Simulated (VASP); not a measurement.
# CsH2 (P1) in VASP: single point with PBE

Aim: the single point of CsH2 with PBE.

Everything below comes from runs of VASP 6.6.1. Logs are shortened: lines on timing, memory, paths and dates and some standing lists are left out, and cuts for length are marked.

## 1. The cell of the first run

The typed cell holds 6 atoms: a = 5.326 Å, b = 5.008 Å, c = 8.793 Å, α = 90.75°, β = 86.15°, γ = 87.89°.

## 2. Single point, PBE

Input file INCAR:

```
PREC = Accurate ; ENCUT = 520
EDIFF = 1E-6 ; ISMEAR = 0
SIGMA = 0.1 ; LREAL = False
LASPH = True ; NELM = 60
ALGO = Normal ; ISIF = 2
LWAVE = False ; LCHARG = False
GGA = PE ; NBANDS = 20
```

Input file KPOINTS:

```
Automatic mesh
0
Gamma
  6 6 4
```

Input file POSCAR:

```
CsH2
1.0
    5.3229743099      0.0937561795      0.1590078113
    0.0970741923      5.0070192589     -0.0287878643
    0.3297394336     -0.0714580824      8.7860857937
Cs H
2 4
Direct
   -0.0232578806      0.5019310340      0.7400698472
    0.5228844551     -0.0019076465      0.2600647830
    0.1479843731      0.0034759333     -0.0205272874
    0.3522146814      0.4965432662      0.0204630325
    0.2228543748      0.5025427121      0.0675161438
    0.2773199962     -0.0025852991      0.9324134808
```

Potentials or basis: VASP PAW PBE potentials, release 64 (Cs_sv, H).

On the command line:

```sh
$ cat potpaw_PBE.64/Cs_sv/POTCAR potpaw_PBE.64/H/POTCAR > POTCAR
$ mpirun -np 1 vasp_std > vasp.out
```

OUTCAR:

```text
PREC = Accurate
   ENCUT = 520
   EDIFF = 1E-6
   ISMEAR = 0
   LREAL = False
   LASPH = True
   NELM = 60
   ISIF = 2
   GGA = PE

 ion  position               nearest neighbor table
   1  0.977  0.502  0.740-
   2  0.523  0.998  0.260-
   3  0.148  0.003  0.979-   6 0.78
   4  0.352  0.497  0.020-   5 0.78
   5  0.223  0.503  0.068-   4 0.78
   6  0.277  0.997  0.932-   3 0.78

  LATTYP: Found a triclinic cell.
 ALAT       =     5.3261739747
 B/A-ratio  =     1.9867001692
 C/A-ratio  =     0.9402702493
 COS(alpha) =     0.0076023638
 COS(beta)  =     0.0367997181
 COS(gamma) =     0.5591600059

  Lattice vectors:

 A1 = (  -5.3229743099,  -0.0937561795,  -0.1590078113)
 A2 = (  -5.6527137435,  -0.0222980971,  -8.9450936050)
 A3 = (  -0.0970741923,  -5.0070192589,   0.0287878643)

Analysis of symmetry for initial positions (statically):
=====================================================================
 Subroutine PRICEL returns:
 Original cell was already a primitive cell.

 Routine SETGRP: Setting up the symmetry group for a
 triclinic supercell.

 Subroutine GETGRP returns: Found  1 space group operations
 (whereof  1 operations were pure point group operations)
 out of a pool of  2 trial point group operations.

The static configuration has the point symmetry C_1 .

Analysis of symmetry for dynamics (positions and initial velocities):
=====================================================================
 Subroutine PRICEL returns:
 Original cell was already a primitive cell.

 Routine SETGRP: Setting up the symmetry group for a
 triclinic supercell.

 Subroutine GETGRP returns: Found  1 space group operations
 (whereof  1 operations were pure point group operations)
 out of a pool of  2 trial point group operations.

The dynamic configuration has the point symmetry C_1 .

 Subroutine INISYM returns: Found  1 space group operations
 (whereof  1 operations are pure point group operations),
 and found     1 'primitive' translations

----------------------------------------------------------------------------------------

                                     Primitive cell

  volume of cell :     233.8134

  direct lattice vectors                    reciprocal lattice vectors
     5.322974310  0.093756179  0.159007811     0.188141678 -0.003688389 -0.007090905
     0.097074192  5.007019259 -0.028787864    -0.003571704  0.199798984  0.001759029
     0.329739434 -0.071458082  8.786085794    -0.003416632  0.000721398  0.113950418

  length of vectors
     5.326173975  5.008042931  8.792561511     0.188311381  0.199838648  0.114003910

  position of ions in fractional coordinates (direct lattice)
     0.976742119  0.501931034  0.740069847
     0.522884455  0.998092353  0.260064783
     0.147984373  0.003475933  0.979472713
     0.352214681  0.496543266  0.020463032
     0.222854375  0.502542712  0.067516144
     0.277319996  0.997414701  0.932413481

  ion indices of the primitive-cell ions
   primitive index   ion index
                 1           1
                 2           2
                 3           3
                 4           4
                 5           5
                 6           6

----------------------------------------------------------------------------------------

 KPOINTS: Automatic mesh

Automatic generation of k-mesh.
 Grid dimensions read from file:
 generate k-points for:    6    6    4

 Generating k-lattice:

  Cartesian coordinates                     Fractional coordinates (reciprocal lattice)
     0.031356946 -0.000614731 -0.001181817     0.166666667  0.000000000  0.000000000
    -0.000595284  0.033299831  0.000293172     0.000000000  0.166666667 -0.000000000
    -0.000854158  0.000180350  0.028487604     0.000000000  0.000000000  0.250000000

  Length of vectors
     0.031385230  0.033306441  0.028500978

  Shift w.r.t. Gamma in fractional coordinates (k-lattice)
     0.000000000  0.000000000  0.000000000

 Subroutine IBZKPT returns following result:
 ===========================================

 Found     76 irreducible k-points:

 Following reciprocal coordinates:
            Coordinates               Weight
  0.000000  0.000000  0.000000      1.000000
  0.166667 -0.000000  0.000000      2.000000
  0.333333 -0.000000  0.000000      2.000000
  0.500000 -0.000000  0.000000      1.000000
 -0.000000  0.166667  0.000000      2.000000
  0.166667  0.166667  0.000000      2.000000
[... 16 lines left out ...]
  0.333333 -0.000000  0.250000      2.000000
  0.500000 -0.000000  0.250000      2.000000
 [... further k-points ...]
   k-points           NKPTS =     76   k-points in BZ     NKDIM =     76   number of bands    NBANDS=     20
   number of dos      NEDOS =    301   number of ions     NIONS =      6
   total plane-waves  NPLWV = 112000
   dimension x,y,z NGX =    40 NGY =   40 NGZ =   70
   dimension x,y,z NGXF=    80 NGYF=   80 NGZF=  140
   ions per type =               2   4
   NGX,Y,Z   is equivalent  to a cutoff of  12.49, 13.28, 13.24 a.u.
   NGXF,Y,Z  is equivalent  to a cutoff of  24.97, 26.56, 26.47 a.u.
 SYSTEM =  unknown system
   PREC   = accura    normal or accurate (medium, high low for compatibility)
   ISTART =      0    job   : 0-new  1-cont  2-samecut
   ICHARG =      2    charge: 1-file 2-atom 10-const
   ISPIN  =      1    spin polarized calculation?
   LNONCOLLINEAR =      F non collinear calculations
   LSORBIT =      F    spin-orbit coupling
   LASPH  =      T    aspherical Exc in radial PAW
   ENCUT  =  520.0 eV  38.22 Ry    6.18 a.u.   9.90  9.31 16.35*2*pi/ulx,y,z
   NELM   =     60;   NELMIN=  2; NELMDL= -5     # of ELM steps
   EDIFF  = 0.1E-05   stopping-criterion for ELM
   LREAL  =      F    real-space projection
   EDIFFG = 0.1E-04   stopping-criterion for IOM
   NSW    =      0    number of steps for IOM
[... 5 lines left out ...]
   TEBEG  =    0.0;   TEEND  =   0.0 temperature during run
   PSTRESS=    0.0 pullay stress
   NELECT =      22.0000    total number of electrons
   NUPDOWN=      -1.0000    fix difference up-down
   EMIN   =  10.00;   EMAX   =-10.00  energy-range for DOS
   EFERMI =   0.00;   METHOD = LEGACY
   ISMEAR =     0;   SIGMA  =   0.10  broadening in eV -4-tet -1-fermi 0-gaus
   EFERMI_NEDOS =   21; number of points for ismear=-14 and -15
   IALGO  =     38    algorithm
   IMIX   =      4    mixing-type and parameters
     AMIX     =   0.40;   BMIX     =  1.00
     AMIX_MAG =   1.60;   BMIX_MAG =  1.00
  volume/ion in A,a.u.               =      38.97       262.98
  Fermi-wavevector in a.u.,A,eV,Ry     =   0.744605  1.407099  7.543567  0.554437
  Thomas-Fermi vector in A             =   1.839996
   LORBIT       =      0    0 simple, 1 ext, 2 COOP (PROOUT), +10 PAW based schemes
   GGA     = PE    functional components
   LHFCALC =     F    Hartree Fock is set to
   AEXX    =    0.0000 exact exchange contribution
   IVDW    =     0    specifies the selected vdW correction
   LEPSILON=     F    determine dielectric tensor
   LRPA    =     F    only Hartree local field effects (RPA)
 non-spin polarized calculation
 Gauss-broadening in eV      SIGMA  =   0.10
  energy-cutoff  :      520.00
  volume of cell :      233.81
 maximum number of plane-waves:      6316
   NGX = 19   NGY = 19   NGZ = 33

 number of electron      21.9999999 magnetization

 Free energy of the ion-electron system (eV)
  ---------------------------------------------------
  ext. energy  EPLUGINS =         0.00000000
  ---------------------------------------------------
  free energy    TOTEN  =       -15.15197719 eV

  energy without entropy =      -15.14170750  energy(sigma->0) =      -15.14684234

 E-fermi :   0.6755     XC(G=0):  -5.8278

 val. band max:        0.6645654515   @ k =   0.3333   0.1667   0.2500
 cond. band min:       0.6846162756   @ k =  -0.3333   0.3333   0.5000
 fundamental gap:      0.0200508241
 Fermi energy:         0.6754595787

 k-point     1 :       0.0000    0.0000    0.0000
  band No.  band energies     occupation
      1     -23.1662      2.00000
      2     -23.1609      2.00000
      3     -10.1780      2.00000
      4      -9.9470      2.00000
      5      -9.9374      2.00000
      6      -9.9337      2.00000
[... 12 lines left out ...]
     19       3.8667      0.00000
     20       4.3875      0.00000

 k-point     2 :       0.1667   -0.0000    0.0000
  band No.  band energies     occupation
      1     -23.1651      2.00000
      2     -23.1605      2.00000
      3     -10.1678      2.00000
      4      -9.9671      2.00000
      5      -9.9516      2.00000
      6      -9.9352      2.00000
[... 12 lines left out ...]
     19       4.0847      0.00000
     20       4.1790      0.00000

 k-point     3 :       0.3333   -0.0000    0.0000
  band No.  band energies     occupation
      1     -23.1627      2.00000
      2     -23.1600      2.00000
      3     -10.1542      2.00000
      4     -10.0015      2.00000
      5      -9.9903      2.00000
      6      -9.9419      2.00000
[... 12 lines left out ...]
     19       3.8802      0.00000
     20       3.9813      0.00000

 k-point     4 :       0.5000   -0.0000    0.0000
  band No.  band energies     occupation
      1     -23.1608      2.00000
      2     -23.1604      2.00000
      3     -10.1548      2.00000
      4     -10.0240      2.00000
      5      -9.9816      2.00000
      6      -9.9697      2.00000
[... 12 lines left out ...]
     19       3.9757      0.00000
     20       4.1697      0.00000

 k-point     5 :      -0.0000    0.1667    0.0000
  band No.  band energies     occupation
      1     -23.1641      2.00000
      2     -23.1595      2.00000
      3     -10.1540      2.00000
      4      -9.9884      2.00000
      5      -9.9657      2.00000
      6      -9.9361      2.00000
[... 12 lines left out ...]
     19       3.6800      0.00000
     20       4.1367      0.00000

 k-point     6 :       0.1667    0.1667    0.0000
  band No.  band energies     occupation
      1     -23.1632      2.00000
      2     -23.1590      2.00000
      3     -10.1461      2.00000
      4      -9.9869      2.00000
      5      -9.9698      2.00000
      6      -9.9524      2.00000
[... 12 lines left out ...]
     19       3.6324      0.00000
     20       3.9170      0.00000

 k-point     7 :       0.3333    0.1667    0.0000
  band No.  band energies     occupation
      1     -23.1610      2.00000
      2     -23.1584      2.00000
      3     -10.1366      2.00000
      4      -9.9998      2.00000
      5      -9.9910      2.00000
      6      -9.9682      2.00000
[... 12 lines left out ...]
     19       3.7553      0.00000
     20       3.9706      0.00000
[... 277 lines left out ...]
 k-point    20 :       0.5000    0.5000    0.0000
  band No.  band energies     occupation
      1     -23.1542      2.00000
      2     -23.1535      2.00000
      3     -10.1341      2.00000
      4     -10.1278      2.00000
      5     -10.0077      2.00000
      6     -10.0026      2.00000
[... 12 lines left out ...]
     19       4.2541      0.00000
     20       4.4075      0.00000

 k-point    21 :       0.0000    0.0000    0.2500
  band No.  band energies     occupation
      1     -23.1654      2.00000
      2     -23.1617      2.00000
      3     -10.1591      2.00000
      4      -9.9594      2.00000
      5      -9.9385      2.00000
      6      -9.9332      2.00000
[... 12 lines left out ...]
     19       4.2581      0.00000
     20       4.2933      0.00000

 k-point    22 :       0.1667   -0.0000    0.2500
  band No.  band energies     occupation
      1     -23.1646      2.00000
      2     -23.1610      2.00000
      3     -10.1443      2.00000
      4      -9.9925      2.00000
      5      -9.9602      2.00000
      6      -9.9331      2.00000
[... 12 lines left out ...]
     19       3.9340      0.00000
     20       4.4040      0.00000

 k-point    23 :       0.3333   -0.0000    0.2500
  band No.  band energies     occupation
      1     -23.1626      2.00000
      2     -23.1602      2.00000
      3     -10.1504      2.00000
      4     -10.0130      2.00000
      5      -9.9994      2.00000
      6      -9.9271      2.00000
[... 12 lines left out ...]
     19       3.7406      0.00000
     20       4.1348      0.00000

 k-point    24 :       0.5000   -0.0000    0.2500
  band No.  band energies     occupation
      1     -23.1609      2.00000
      2     -23.1603      2.00000
      3     -10.1757      2.00000
      4     -10.0219      2.00000
      5      -9.9825      2.00000
      6      -9.9468      2.00000
[... 12 lines left out ...]
     19       3.9293      0.00000
     20       4.3258      0.00000

 [... further k-points ...]

------------------------ aborting loop because EDIFF is reached ----------------------------------------

  FORCE on cell =-STRESS in cart. coord.  units (eV):
  Direction    XX          YY          ZZ          XY          YZ          ZX
  --------------------------------------------------------------------------------------
  -------------------------------------------------------------------------------------
  Total       -0.0197808     -0.0563139     -0.0901331     -0.0011294      0.0070508     -0.0018590
  in kB       -0.1355453     -0.3858838     -0.6176260     -0.0077391      0.0483147     -0.0127385
  external PRESSURE =      -0.3796850 kB  Pullay stress =       0.0000000 kB

 VOLUME and BASIS-vectors are now :
 -----------------------------------------------------------------------------
  energy-cutoff  :      520.00
  volume of cell :      233.81
      direct lattice vectors                 reciprocal lattice vectors
     5.322974310  0.093756179  0.159007811     0.188141678 -0.003688389 -0.007090905
     0.097074192  5.007019259 -0.028787864    -0.003571704  0.199798984  0.001759029
     0.329739434 -0.071458082  8.786085794    -0.003416632  0.000721398  0.113950418

 POSITION                                       TOTAL-FORCE (eV/Angst)
 -----------------------------------------------------------------------------------
      5.49193      2.55187      6.64318         0.000029      0.000771     -0.007159
      2.96594      5.02791      2.33936         0.000208     -0.000771      0.007034
      1.11103     -0.03871      8.62916        -0.005370      0.000673      0.002845
      1.92978      2.51776      0.22150         0.003326     -0.000788     -0.001702
      1.25729      2.53231      0.61417        -0.004392      0.000145      0.003023
      1.88044      4.95345      8.20765         0.006199     -0.000030     -0.004040
 -----------------------------------------------------------------------------------
    total drift:                               -0.000016      0.000016      0.000015

  FREE ENERGIE OF THE ION-ELECTRON SYSTEM (eV)
  ---------------------------------------------------
  free  energy   TOTEN  =       -15.1519771886 eV

  energy  without entropy=      -15.1417075000  energy(sigma->0) =      -15.14684234
```

Run time: 5.5 min. Hardware: 1 thread of Intel Xeon 6975P-C (Granite Rapids), shared host; peak memory 0.49 GiB.

Results:

```
Free energy            : -15.1520 eV
Pressure               : 0.0 GPa
Largest force          : 0.007 eV/Å
Band gap on the k mesh : zero (bands 11 and 12 overlap by 0.83 eV)
```

Forces on the atoms (eV/Å):
```
Cs   0.000  0.001 -0.007
Cs   0.000 -0.001  0.007
H   -0.005  0.001  0.003
H    0.003 -0.001 -0.002
H   -0.004  0.000  0.003
H    0.006  0.000 -0.004
```

Caveat: spin-orbit coupling is left out, which moves the levels of the heavy elements.

The gap in the log of VASP goes by the Fermi energy; the results here count the filled bands.